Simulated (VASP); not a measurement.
**BAs: single point with PBE**

Slab: BAs, a slab with vacuum.

```
B As
1.0
     3.40035    0.00000    0.00000
     0.00000    4.80882    0.00000
     0.00000    0.00000   25.20105
B As
7 7
Direct
  0.50000 0.50000 0.29761
  0.00000 0.00000 0.36507
  0.50000 0.50000 0.43254
  0.00000 0.00000 0.50000
  0.50000 0.50000 0.56746
  0.00000 0.00000 0.63493
  0.50000 0.50000 0.70239
  0.00000 0.25000 0.29761
  0.50000 0.75000 0.36507
  0.00000 0.25000 0.43254
  0.50000 0.75000 0.50000
  0.00000 0.25000 0.56746
  0.50000 0.75000 0.63493
  0.00000 0.25000 0.70239
```

```yaml
Program: VASP 6.6.1
Task: single point
Functional: PBE
Potentials_or_basis: VASP PAW PBE potentials, release 64 (B, As)
Cutoff: 520 eV
k_mesh: 8 × 6 × 1
Occupations: gaussian, width 0.05 eV
Spin: no spin polarisation
Dipole_correction: yes
Further_INCAR_settings: ALGO = Normal; EDIFF = 1e-06; NBANDS = 41
```

The largest force is 2.650 eV/Å and the band gap on the k mesh is zero (band 28 reaches 0.18 eV, above the bottom of band 29 at 0.00 eV).

Forces on the atoms (eV/Å):
```
B    0.000 -1.435  2.228
B    0.000  0.094  0.525
B    0.000 -0.338  0.100
B    0.000  0.058  0.000
B    0.000 -0.338 -0.100
B    0.000  0.094 -0.525
B    0.000 -1.435 -2.228
As   0.000  0.726 -1.735
As   0.000  0.799 -1.131
As   0.000 -0.002 -0.108
As   0.000  0.252  0.000
As   0.000 -0.002  0.108
As   0.000  0.799  1.131
As   0.000  0.726  1.735
```

Levels at points of the mesh, in eV from the Fermi level:
```
           k point  band 25  band 26  band 27  band 28  band 29  band 30  band 31  band 32
(0.00, 0.00, 0.00)    -0.36    -0.31    -0.10     0.14     0.75     1.48     1.59     2.22
(0.50, 0.00, 0.00)    -2.77    -2.74    -0.77    -0.46    -0.04     0.20     1.81     1.85
(0.00, 0.50, 0.00)    -1.48    -1.43    -0.52    -0.30     0.12     0.26     2.29     2.63
(0.50, 0.50, 0.00)    -2.18    -2.17    -0.64    -0.20     0.02     0.36     3.26     3.47
```

Wall time 11 min on 1 thread of Intel Xeon 6975P-C (shared host), peak memory 0.58 GiB.
